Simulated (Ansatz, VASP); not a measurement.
**HfN in VASP and in Ansatz**

```
Hf N
1.0
     0.00000    2.25900    2.25900
     2.25900    0.00000    2.25900
     2.25900    2.25900    0.00000
Hf N
1 1
Direct
  0.50000 0.50000 0.50000
  0.00000 0.00000 0.00000
```

Alike in both runs: task single point; functional PBE; dispersion D3(BJ); k mesh 10 × 10 × 10; occupations gaussian, width 0.05 eV; no spin polarisation.

|  | VASP | Ansatz |
| --- | --- | --- |
| version | VASP 6.6.1 | Ansatz 0.2.0 |
| potentials or method | VASP PAW PBE potentials, release 64 (Hf_pv, N), cutoff 520 eV | scalar-relativistic, plane waves, PAW |
| valence electrons in the cell | 15 | 31 |

VASP gave:

| Quantity | Value |
| --- | --- |
| gap on the k mesh at the Fermi level (eV) | none |
| pressure (GPa) | -2.6 |

Which values does Ansatz return?

gap on the k mesh at the Fermi level (eV): none; pressure (GPa): -0.2.

A gap of «none» marks a metal or a gap that the smearing closes. VASP's potentials hold 15 valence electrons a cell and Ansatz's 31, so a difference there can come from the potentials and not from the codes.

Spin-orbit coupling is off throughout.
